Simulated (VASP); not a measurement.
Here is a VASP 6.6.1 calculation.

INCAR

```
SYSTEM = Tc3Mo
ALGO = Normal
EDIFF = 1E-6
ENCUT = 520
GGA = PS
ISIF = 2
ISMEAR = -1
LASPH = .TRUE.
LCHARG = .FALSE.
LREAL = .FALSE.
LWAVE = .FALSE.
NBANDS = 34
NELM = 100
PREC = Accurate
SIGMA = 0.1
```

Contents of KPOINTS:

```
k-points
0
G
  8 8 8
  0 0 0
```

File POSCAR:

```
Tc3Mo
1.0
   -1.9597600000      1.9597600000      3.9068480000
    1.9597600000     -1.9597600000      3.9068480000
    1.9597600000      1.9597600000     -3.9068480000
Tc Mo
3 1
Direct
    0.7500000000      0.2500000000      0.5000000000
    0.2500000000      0.7500000000      0.5000000000
    0.5000000000      0.5000000000      0.0000000000
    0.0000000000      0.0000000000      0.0000000000
```

Potentials or basis: VASP PAW PBE potentials, release 64 (Tc_pv, Mo_sv).

Command:

```console
$ cat potpaw_PBE.64/Tc_pv/POTCAR potpaw_PBE.64/Mo_sv/POTCAR > POTCAR
$ mpirun -np 1 vasp_std > vasp.out
```

(1) Estimate the pressure.

Results:

(1) -11.5 GPa.

Caveat: the PAW data sets were made with another functional, which shifts forces and pressure a little.
